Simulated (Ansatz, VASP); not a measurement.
## BaHfO3: VASP beside Ansatz

```xyz
5
Lattice="4.3272 0.0000 0.0000 -2.1636 3.7475 0.0000 0.0000 0.0000 6.9053" Properties=species:S:1:pos:R:3 pbc="T T T"
Ba    0.0000    0.0000    3.4526
Hf    0.0000    0.0000    0.0000
O     2.1636    0.0000    0.0000
O    -1.0818    1.8737    0.0000
O     1.0818    1.8737    0.0000
```

Alike in both runs: functional PBE; k mesh 6 × 6 × 4; occupations gaussian, width 0.1 eV; no spin polarisation.

Ansatz relaxed the structure, and its values are those at the end. VASP's run is a single point on that final structure, the one shown.

|  | VASP | Ansatz |
| --- | --- | --- |
| version | VASP 6.6.1 | Ansatz 0.2.0 |
| potentials or method | VASP PAW PBE potentials, release 64 (Ba_sv, Hf_pv, O), cutoff 520 eV | scalar-relativistic, plane waves, PAW |
| valence electrons in the cell | 38 | 54 |

Ansatz gave:

```
gap on the k mesh at the Fermi level (eV) : none
pressure (GPa)                            : 0.0
```

Problem. What did VASP give for the same quantities?

Solution. gap on the k mesh at the Fermi level (eV): none; pressure (GPa): -0.8.

A gap of «none» marks a metal or a gap that the smearing closes. VASP's potentials hold 38 valence electrons a cell and Ansatz's 54, so a difference there can come from the potentials and not from the codes.

Spin-orbit coupling is off throughout.
